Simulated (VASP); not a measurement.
# Fe2O3 (Pm-3m) in VASP: density of states with PBE

Aim: the density of states of Fe2O3 with PBE.

Everything below comes from runs of VASP 6.6.1. Logs are shortened: lines on timing, memory, paths and dates and some standing lists are left out, and cuts for length are marked.

## 1. The cell of the first run

Symmetry: Pm-3m, No. 221, cubic system. The conventional cell has a = 3.693 Å, b = 3.693 Å, c = 3.693 Å, α = 90.00°, β = 90.00°, γ = 90.00°. Fe (site symmetry m-3m) has 12 O at 2.61 Å and 8 Fe at 3.20 Å within 3.4 Å. Within 2.5 Å of Fe (site symmetry m-3m) lie 6 O at 1.85 Å. O (site symmetry 4/mmm) has 2 Fe at 1.85 Å within 2.5 Å.

## 2. Density of states, PBE, collinear spin, ferromagnetic start

Input file POSCAR:

```
Fe2O3
1.0
    3.6929103041      0.0000000000      0.0000000000
    0.0000000000      3.6929103041      0.0000000000
    0.0000000000      0.0000000000      3.6929103041
Fe O
2 3
Direct
    0.5000000000      0.5000000000      0.5000000000
    0.0000000000      0.0000000000      0.0000000000
    0.5000000000      0.0000000000      0.0000000000
    0.0000000000      0.5000000000      0.0000000000
    0.0000000000      0.0000000000      0.5000000000
```

Input file INCAR.step1:

```
PREC = Accurate ; ENCUT = 520
EDIFF = 1E-6 ; ISMEAR = 0
SIGMA = 0.1 ; LREAL = False
LASPH = True ; NELM = 150
ALGO = Normal ; ISIF = 2
LWAVE = False ; LCHARG = True
ISPIN = 2 ; MAGMOM = 4.04 2.54 0.27 0.27 0.27
LMAXMIX = 4 ; GGA = PE
NBANDS = 29
```

Input file KPOINTS.step1:

```
Automatic mesh
0
Gamma
  10 10 10
```

Input file INCAR.step2:

```
PREC = Accurate ; ENCUT = 520
EDIFF = 1E-6 ; ISMEAR = -5
SIGMA = 0.1 ; LREAL = False
LASPH = True ; NELM = 150
ALGO = Normal ; ISIF = 2
LWAVE = False ; LCHARG = False
ISPIN = 2 ; MAGMOM = 4.04 2.54 0.27 0.27 0.27
LORBIT = 11 ; LMAXMIX = 4
GGA = PE ; NBANDS = 29
NEDOS = 2001 ; ICHARG = 11
```

Input file KPOINTS.step2:

```
Automatic mesh
0
Gamma
  15 15 15
```

Potentials or basis: VASP PAW PBE potentials, release 64 (Fe, O).

On the command line:

```bash
$ cat potpaw_PBE.64/Fe/POTCAR potpaw_PBE.64/O/POTCAR > POTCAR
$ cp INCAR.step1 INCAR
$ cp KPOINTS.step1 KPOINTS
$ mpirun -np 1 vasp_std > vasp.out
$ cp INCAR.step2 INCAR
$ cp KPOINTS.step2 KPOINTS
$ mpirun -np 1 vasp_std > vasp.out
```

OUTCAR:

```text
PREC = Accurate
   ENCUT = 520
   EDIFF = 1E-6
   ISMEAR = -5
   LREAL = False
   LASPH = True
   NELM = 150
   ISIF = 2
   ISPIN = 2
   LORBIT = 11
   GGA = PE
   ICHARG = 11

 ion  position               nearest neighbor table
   1  0.500  0.500  0.500-
   2  0.000  0.000  0.000-   3 1.85   4 1.85   5 1.85   5 1.85   4 1.85   3 1.85
   3  0.500  0.000  0.000-   2 1.85   2 1.85
   4  0.000  0.500  0.000-   2 1.85   2 1.85
   5  0.000  0.000  0.500-   2 1.85   2 1.85

  LATTYP: Found a simple cubic cell.
 ALAT       =     3.6929103041

  Lattice vectors:

 A1 = (   3.6929103041,   0.0000000000,   0.0000000000)
 A2 = (   0.0000000000,   3.6929103041,   0.0000000000)
 A3 = (   0.0000000000,   0.0000000000,   3.6929103041)

Analysis of symmetry for initial positions (statically):
=====================================================================
 Subroutine PRICEL returns:
 Original cell was already a primitive cell.

 Routine SETGRP: Setting up the symmetry group for a
 simple cubic supercell.

 Subroutine GETGRP returns: Found 48 space group operations
 (whereof 48 operations were pure point group operations)
 out of a pool of 48 trial point group operations.

The static configuration has the point symmetry O_h .

Analysis of symmetry for dynamics (positions and initial velocities):
=====================================================================
 Subroutine PRICEL returns:
 Original cell was already a primitive cell.

 Routine SETGRP: Setting up the symmetry group for a
 simple cubic supercell.

 Subroutine GETGRP returns: Found 48 space group operations
 (whereof 48 operations were pure point group operations)
 out of a pool of 48 trial point group operations.

The dynamic configuration has the point symmetry O_h .

Analysis of structural, dynamic, and magnetic symmetry:
=====================================================================
 Subroutine PRICEL returns:
 Original cell was already a primitive cell.

 Routine SETGRP: Setting up the symmetry group for a
 simple cubic supercell.

 Subroutine GETGRP returns: Found 48 space group operations
 (whereof 48 operations were pure point group operations)
 out of a pool of 48 trial point group operations.

The overall configuration has the point symmetry O_h .

 Subroutine INISYM returns: Found 48 space group operations
 (whereof 48 operations are pure point group operations),
 and found     1 'primitive' translations

----------------------------------------------------------------------------------------

                                     Primitive cell

  volume of cell :      50.3624

  direct lattice vectors                    reciprocal lattice vectors
     3.692910304  0.000000000  0.000000000     0.270789139  0.000000000  0.000000000
     0.000000000  3.692910304  0.000000000     0.000000000  0.270789139  0.000000000
     0.000000000  0.000000000  3.692910304     0.000000000  0.000000000  0.270789139

  length of vectors
     3.692910304  3.692910304  3.692910304     0.270789139  0.270789139  0.270789139

  position of ions in fractional coordinates (direct lattice)
     0.500000000  0.500000000  0.500000000
     0.000000000  0.000000000  0.000000000
     0.500000000  0.000000000  0.000000000
     0.000000000  0.500000000  0.000000000
     0.000000000  0.000000000  0.500000000

  ion indices of the primitive-cell ions
   primitive index   ion index
                 1           1
                 2           2
                 3           3
                 4           4
                 5           5

----------------------------------------------------------------------------------------

 KPOINTS: Automatic mesh

Automatic generation of k-mesh.
 Grid dimensions read from file:
 generate k-points for:   15   15   15

 Generating k-lattice:

  Cartesian coordinates                     Fractional coordinates (reciprocal lattice)
     0.018052609  0.000000000  0.000000000     0.066666667  0.000000000  0.000000000
     0.000000000  0.018052609  0.000000000     0.000000000  0.066666667  0.000000000
     0.000000000  0.000000000  0.018052609     0.000000000  0.000000000  0.066666667

  Length of vectors
     0.018052609  0.018052609  0.018052609

  Shift w.r.t. Gamma in fractional coordinates (k-lattice)
     0.000000000  0.000000000  0.000000000

 TETIRR: Found   1667 inequivalent tetrahedra from    20250

 Subroutine IBZKPT returns following result:
 ===========================================

 Found    120 irreducible k-points:

 Following reciprocal coordinates:
            Coordinates               Weight
  0.000000  0.000000  0.000000      1.000000
  0.066667  0.000000  0.000000      6.000000
  0.133333  0.000000  0.000000      6.000000
  0.200000  0.000000  0.000000      6.000000
  0.266667  0.000000  0.000000      6.000000
  0.333333  0.000000  0.000000      6.000000
[... 16 lines left out ...]
  0.266667  0.200000  0.000000     24.000000
  0.333333  0.200000  0.000000     24.000000
 [... further k-points ...]
   k-points           NKPTS =    120   k-points in BZ     NKDIM =    120   number of bands    NBANDS=     29
   number of dos      NEDOS =   2001   number of ions     NIONS =      5
   total plane-waves  NPLWV =  21952
   dimension x,y,z NGX =    28 NGY =   28 NGZ =   28
   dimension x,y,z NGXF=    56 NGYF=   56 NGZF=   56
   ions per type =               2   3
   NGX,Y,Z   is equivalent  to a cutoff of  12.60, 12.60, 12.60 a.u.
   NGXF,Y,Z  is equivalent  to a cutoff of  25.21, 25.21, 25.21 a.u.
 SYSTEM =  unknown system
   PREC   = accura    normal or accurate (medium, high low for compatibility)
   ISTART =      0    job   : 0-new  1-cont  2-samecut
   ICHARG =     11    charge: 1-file 2-atom 10-const
   ISPIN  =      2    spin polarized calculation?
   LNONCOLLINEAR =      F non collinear calculations
   LSORBIT =      F    spin-orbit coupling
   LASPH  =      T    aspherical Exc in radial PAW
   ENCUT  =  520.0 eV  38.22 Ry    6.18 a.u.   6.87  6.87  6.87*2*pi/ulx,y,z
   NELM   =    150;   NELMIN=  2; NELMDL=  0     # of ELM steps
   EDIFF  = 0.1E-05   stopping-criterion for ELM
   LREAL  =      F    real-space projection
   EDIFFG = 0.1E-04   stopping-criterion for IOM
   NSW    =      0    number of steps for IOM
   IBRION =     -1    ionic relax: 0-MD 1-quasi-New 2-CG
   NFREE  =      0    steps in history (QN), initial steepest desc. (CG)
   ISIF   =      2    stress and relaxation
   ISYM   =      2    0-nonsym 1-usesym 2-fastsym
   POTIM  = 0.5000    time-step for ionic-motion
   TEBEG  =    0.0;   TEEND  =   0.0 temperature during run
   PSTRESS=    0.0 pullay stress
   NELECT =      34.0000    total number of electrons
   NUPDOWN=      -1.0000    fix difference up-down
   EMIN   =  10.00;   EMAX   =-10.00  energy-range for DOS
   EFERMI =   0.00;   METHOD = LEGACY
   ISMEAR =    -5;   SIGMA  =   0.10  broadening in eV -4-tet -1-fermi 0-gaus
   EFERMI_NEDOS =   21; number of points for ismear=-14 and -15
   IALGO  =     38    algorithm
   IMIX   =      4    mixing-type and parameters
     AMIX     =   0.40;   BMIX     =  1.00
     AMIX_MAG =   1.60;   BMIX_MAG =  1.00
  volume/ion in A,a.u.               =      10.07        67.97
  Fermi-wavevector in a.u.,A,eV,Ry     =   1.436147  2.713925 28.062283  2.062520
  Thomas-Fermi vector in A             =   2.555368
   LORBIT       =     11    0 simple, 1 ext, 2 COOP (PROOUT), +10 PAW based schemes
   GGA     = PE    functional components
   LHFCALC =     F    Hartree Fock is set to
   AEXX    =    0.0000 exact exchange contribution
   IVDW    =     0    specifies the selected vdW correction
   LEPSILON=     F    determine dielectric tensor
   LRPA    =     F    only Hartree local field effects (RPA)
 spin polarized calculation
 Fermi weights with tetrahedron method with Bloechl corrections
  energy-cutoff  :      520.00
  volume of cell :       50.36
 maximum number of plane-waves:      1373
 NGX is ok and might be reduce to    28

 number of electron      34.0000004 magnetization       7.1670094

 Free energy of the ion-electron system (eV)
  ---------------------------------------------------
  ext. energy  EPLUGINS =         0.00000000
  ---------------------------------------------------
  free energy    TOTEN  =       -34.54496463 eV

  energy without entropy =      -34.54496463  energy(sigma->0) =      -34.54496463

 E-fermi :   4.3387     XC(G=0): -11.7253

 val. band max:        4.3458699789   @ k =   0.4000   0.2667   0.2667
 cond. band min:       4.3053921596   @ k =   0.3333   0.2667   0.2667
 fundamental gap:     -0.0404778193
 Fermi energy:         4.3386859880

 spin component 1

 k-point     1 :       0.0000    0.0000    0.0000
  band No.  band energies     occupation
      1     -15.6564      1.00000
      2     -13.7276      1.00000
      3     -13.7276      1.00000
      4      -1.3917      1.00000
      5      -1.3917      1.00000
      6      -1.3917      1.00000
[... 21 lines left out ...]
     28      16.1665      0.00000
     29      16.1665      0.00000

 k-point     2 :       0.0667    0.0000    0.0000
  band No.  band energies     occupation
      1     -15.6339      1.00000
      2     -13.7335      1.00000
      3     -13.7253      1.00000
      4      -1.4769      1.00000
      5      -1.3916      1.00000
      6      -1.3916      1.00000
[... 696 lines left out ...]
 k-point    24 :       0.3333    0.2000    0.0000
  band No.  band energies     occupation
      1     -15.0175      1.00000
      2     -13.8626      1.00000
      3     -13.7240      1.00000
      4      -2.6427      1.00000
      5      -2.0032      1.00000
      6      -1.5121      1.00000
[... 21 lines left out ...]
     28      18.5305      0.00000
     29      20.4166      0.00000

 [... further k-points ...]

 spin component 2

 k-point     1 :       0.0000    0.0000    0.0000
  band No.  band energies     occupation
      1     -15.2232      1.00000
      2     -13.2216      1.00000
      3     -13.2216      1.00000
      4      -1.0454      1.00000
      5      -1.0454      1.00000
      6      -1.0454      1.00000
[... 21 lines left out ...]
     28      17.3102      0.00000
     29      17.3102      0.00000

 k-point     2 :       0.0667    0.0000    0.0000
  band No.  band energies     occupation
      1     -15.2004      1.00000
      2     -13.2288      1.00000
      3     -13.2193      1.00000
      4      -1.1054      1.00000
      5      -1.0330      1.00000
      6      -1.0330      1.00000
[... 696 lines left out ...]
 k-point    24 :       0.3333    0.2000    0.0000
  band No.  band energies     occupation
      1     -14.5731      1.00000
      2     -13.3855      1.00000
      3     -13.2253      1.00000
      4      -2.0014      1.00000
      5      -1.2286      1.00000
      6      -0.6504      1.00000
[... 21 lines left out ...]
     28      19.2715      0.00000
     29      20.9272      0.00000

 [... further k-points ...]

------------------------ aborting loop because EDIFF is reached ----------------------------------------

  FORCE on cell =-STRESS in cart. coord.  units (eV):
  Direction    XX          YY          ZZ          XY          YZ          ZX
  --------------------------------------------------------------------------------------
  -------------------------------------------------------------------------------------
  Total        0.3700091      0.3700091      0.3700091      0.0000000      0.0000000      0.0000000
  in kB       11.7710900     11.7710900     11.7710900      0.0000000      0.0000000      0.0000000
  external PRESSURE =      11.7710900 kB  Pullay stress =       0.0000000 kB

 VOLUME and BASIS-vectors are now :
 -----------------------------------------------------------------------------
  energy-cutoff  :      520.00
  volume of cell :       50.36
      direct lattice vectors                 reciprocal lattice vectors
     3.692910304  0.000000000  0.000000000     0.270789139  0.000000000  0.000000000
     0.000000000  3.692910304  0.000000000     0.000000000  0.270789139  0.000000000
     0.000000000  0.000000000  3.692910304     0.000000000  0.000000000  0.270789139

 POSITION                                       TOTAL-FORCE (eV/Angst)
 -----------------------------------------------------------------------------------
      1.84646      1.84646      1.84646         0.000000      0.000000      0.000000
      0.00000      0.00000      0.00000         0.000000      0.000000      0.000000
      1.84646      0.00000      0.00000         0.000000      0.000000      0.000000
      0.00000      1.84646      0.00000         0.000000      0.000000      0.000000
      0.00000      0.00000      1.84646         0.000000      0.000000      0.000000
 -----------------------------------------------------------------------------------
    total drift:                                0.000000      0.000000     -0.000000

  FREE ENERGIE OF THE ION-ELECTRON SYSTEM (eV)
  ---------------------------------------------------
  free  energy   TOTEN  =       -34.5449646277 eV

  energy  without entropy=      -34.5449646277  energy(sigma->0) =      -34.54496463

 total charge

# of ion       s       p       d       tot
------------------------------------------
    1        0.173   0.150   5.974   6.298
    2        0.476   0.824   6.179   7.479
    3        1.580   3.403   0.000   4.983
    4        1.580   3.403   0.000   4.983
    5        1.580   3.403   0.000   4.983
--------------------------------------------------
tot          5.389  11.183  12.153  28.726

 magnetization (x)

# of ion       s       p       d       tot
------------------------------------------
    1        0.030   0.016   3.607   3.653
    2        0.009   0.004   2.459   2.472
    3        0.014   0.237   0.000   0.251
    4        0.014   0.237   0.000   0.251
    5        0.014   0.237   0.000   0.251
--------------------------------------------------
tot          0.080   0.731   6.066   6.877
```

Run time: 4.9 min. Hardware: 1 thread of Intel Xeon Platinum 8259CL at 2.50GHz (Skylake/Cascade Lake), shared host; peak memory 0.34 GiB.

What came out:

```
Net moment                                            : 7.17 μB per cell
Site moments                                          : Fe +3.65, +2.47; O +0.25 μB
Valence electrons inside the program's atomic spheres : Fe 6.30, 7.48; O 4.98
```

Levels at points of the mesh, in eV from the Fermi level:
Spin up:
```tsv
k point	band 18	band 19	band 20	band 21	band 22	band 23	band 24	band 25
(0.00, 0.00, 0.00)	-1.96	-1.96	-1.96	-1.69	-1.69	0.86	11.71	11.71
```
Spin down:
```csv
k point,band 10,band 11,band 12,band 13,band 14,band 15,band 16,band 17
"(0.00, 0.00, 0.00)",-1.55,-1.55,-1.55,-0.96,-0.96,-0.96,-0.45,-0.45
```

Caveat: semilocal functionals often make such compounds metallic where correlation or magnetic order opens a gap, which also shifts bond lengths; only a ferromagnetic start was run, and an antiferromagnetic order may lie lower in energy; tetrahedron occupations give inexact forces and stress in metals.
